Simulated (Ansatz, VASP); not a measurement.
# Two plane-wave programs on Au

Contents of POSCAR:

```
Au
1.0
    1.4113099650     -2.5559330250      0.0000000000
    1.4113099650      2.5559330250      0.0000000000
    0.0000000000      0.0000000000      4.8931696100
Au
2
Direct
    0.3346720300      0.6653279700      0.2500000000
    0.6653279700      0.3346720300      0.7500000000
```

INCAR.step1

```
  PREC = Accurate
  ENCUT = 520
  ISMEAR = -1
  SIGMA = 0.05
  LREAL = False
  LASPH = True
  NELM = 60
  NBANDS = 18
  GGA = PE
  ALGO = Normal
  EDIFF = 1E-4
  LWAVE = True
  LCHARG = False
```

The input INCAR.step2:

```
  PREC = Accurate
  ENCUT = 520
  EDIFF = 1E-7
  ISMEAR = -1
  SIGMA = 0.05
  LREAL = False
  LASPH = True
  NELM = 60
  ALGO = Normal
  ISIF = 2
  LWAVE = False
  LCHARG = False
  METAGGA = R2SCAN
  LMIXTAU = True
  NBANDS = 18
  ISTART = 1
```

The input KPOINTS:

```
regular mesh
0
Gamma
  11 11 6
```

Contents of input.yaml:

```yaml
crystal:
  lattice:
    - [1.411309965, -2.555933025, 0.0]
    - [1.411309965, 2.555933025, 0.0]
    - [0.0, 0.0, 4.89316961]
  atoms:
    - { symbol: Au, position: [0.33467203, 0.66532797, 0.25] }
    - { symbol: Au, position: [0.66532797, 0.33467203, 0.75] }
hamiltonian:
  xc: r2scan
  pseudopotentials: { kind: paw }
kpoints:
  mp_grid: { grid: [11, 11, 6] }
scf:
  occupations: { method: fermi_dirac, width: 0.05 }
output:
  forces: true
  stress: true
  eigenvalues: true
```

Alike in both runs: task single point; functional r2SCAN; k mesh 11 × 11 × 6; occupations fermi-dirac, width 0.05 eV; no spin polarisation.

|  | VASP | Ansatz |
| --- | --- | --- |
| version | VASP 6.6.1 | Ansatz 0.2.0 |
| potentials or method | VASP PAW PBE potentials, release 64 (Au) | Ansatz PAW |
| plane-wave cutoff (eV) | 520 | 500 |
| valence electrons in the cell | 22 | 38 |

Ansatz gave:

- gap on the k mesh at the Fermi level (eV): none
- pressure (GPa): -0.4
- traceless stress, the component that is largest in VASP (GPa): 2.59
- rms of the force components (eV/Å): 0.007

What did VASP give for the same quantities?

gap on the k mesh at the Fermi level (eV): none; pressure (GPa): -0.1; traceless stress, the component that is largest in VASP (GPa): 2.65; rms of the force components (eV/Å): 0.008.

VASP's potentials were made for PBE, not for r2SCAN. Atom by atom the forces differ by 0.000 eV/Å (rms over components). A gap of «none» marks a metal or a gap that the smearing closes. VASP's potentials hold 22 valence electrons a cell and Ansatz's 38, so a difference there can come from the potentials and not from the codes.

Spin-orbit coupling is off throughout.
